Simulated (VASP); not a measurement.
A run of VASP 6.6.1 is set up as follows.

Contents of INCAR:

```
SYSTEM = Be
PREC = Accurate
ENCUT = 600
EDIFF = 1E-6
ISMEAR = -5
SIGMA = 0.1
LREAL = .FALSE.
LASPH = .TRUE.
NELM = 120
ALGO = Normal
ISIF = 2
LWAVE = .FALSE.
LCHARG = .FALSE.
GGA = PE
IVDW = 12
NBANDS = 7
GGA_COMPAT = .FALSE.
```

The input KPOINTS:

```
regular mesh
0
G
  15 15 15
  0 0 0
```

File POSCAR:

```
Be
1.0
   -1.2531209500      1.2531209500      1.2531209500
    1.2531209500     -1.2531209500      1.2531209500
    1.2531209500      1.2531209500     -1.2531209500
Be
1
Direct
    0.0000000000      0.0000000000      0.0000000000
```

Potentials or basis: VASP PAW PBE potentials, release 64 (Be).

The run is started by

```sh
$ cat potpaw_PBE.64/Be/POTCAR > POTCAR
$ mpirun -np 1 vasp_std > vasp.out
```

(1) What does it give for the band gap on the k mesh?

(2) Predict the dispersion energy per atom.

(3) What does it give for the pressure?

Answers

(1) zero (bands 1 and 2 overlap by 4.41 eV).

(2) -0.356 eV.

(3) -8.2 GPa.

Caveat: three body term missing; the cell stands under tension; tetrahedron occupations give inexact forces and stress in metals.
